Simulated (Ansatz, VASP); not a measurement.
# Two plane-wave programs on Y

```
CELL_PARAMETERS angstrom
-2.02086 2.02086 2.02086
2.02086 -2.02086 2.02086
2.02086 2.02086 -2.02086
ATOMIC_POSITIONS crystal
Y 0.00000 0.00000 0.00000
```

Alike in both runs: task relaxation of cell and atoms; functional LDA; k mesh 11 × 11 × 11; occupations fermi-dirac, width 0.1 eV; no spin polarisation.

```csv
,VASP,Ansatz
version,VASP 6.6.1,Ansatz 0.2.0
potentials or method,"VASP PAW LDA potentials, release 64 (Y_sv), cutoff 600 eV","plane waves (420 eV) with PAW, scalar-relativistic"
valence electrons in the cell,11,11
```

```csv
,VASP,Ansatz,Ansatz less VASP
relaxed volume (Å³/atom),29.89,29.99,+0.102
relaxed cell length with the largest relative difference (Å),3.386,3.390,+0.0039
```

Ansatz warns that its potentials were made for another functional, while VASP's fit it. LDA's correlation is that of Perdew and Zunger in VASP and of Perdew and Wang (1992) in Ansatz.
